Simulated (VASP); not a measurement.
A run of VASP 6.6.1 is set up as follows.

The input INCAR:

```
SYSTEM = FeNi
PREC     = Accurate       ! precision mode
ENCUT    = 520            ! plane-wave cutoff, eV
EDIFF    = 1E-7           ! SCF threshold, eV
ISMEAR   = -1             ! smearing method
SIGMA    = 0.05           ! smearing width, eV
LREAL    = .FALSE.        ! projectors in reciprocal space
LASPH    = .TRUE.         ! aspherical terms in the spheres
NELM     = 150            ! most SCF steps
ALGO     = Normal         ! electronic algorithm
ISIF     = 2              ! what is computed and relaxed
LWAVE    = .FALSE.        ! write WAVECAR
LCHARG   = .FALSE.        ! write CHGCAR
ISPIN    = 2              ! spin polarisation
MAGMOM   = 1 3            ! initial moments
LORBIT   = 11             ! projections on sites
LMAXMIX  = 4              ! l up to which the mixer works
GGA      = PS             ! functional
NBANDS   = 20             ! bands
```

Contents of KPOINTS:

```
Automatic mesh
0
G
  10 10 8
  0 0 0
```

The input POSCAR:

```
FeNi
1.0
    2.5663327699      0.0000000000      0.0000000000
    0.0000000000      2.5663327699      0.0000000000
    0.0000000000      0.0000000000      3.6291369845
Ni Fe
1 1
Direct
    0.5000000000      0.5000000000      0.5000000000
    0.0000000000      0.0000000000      0.0000000000
```

Potentials or basis: VASP PAW PBE potentials, release 64 (Ni, Fe).

Command:

```console
$ cat potpaw_PBE.64/Ni/POTCAR potpaw_PBE.64/Fe/POTCAR > POTCAR
$ mpirun -np 1 vasp_std > vasp.out
```

(1) What does it give for the net moment?

(2) Predict the pressure.

(3) What does it give for the site moments?

Answers

(1) 3.36 μB per cell.

(2) -17.0 GPa.

(3) Ni +0.65; Fe +2.73 μB.

Caveat: the cell stands under tension; the PAW data sets were made with another functional, which shifts forces and pressure a little.
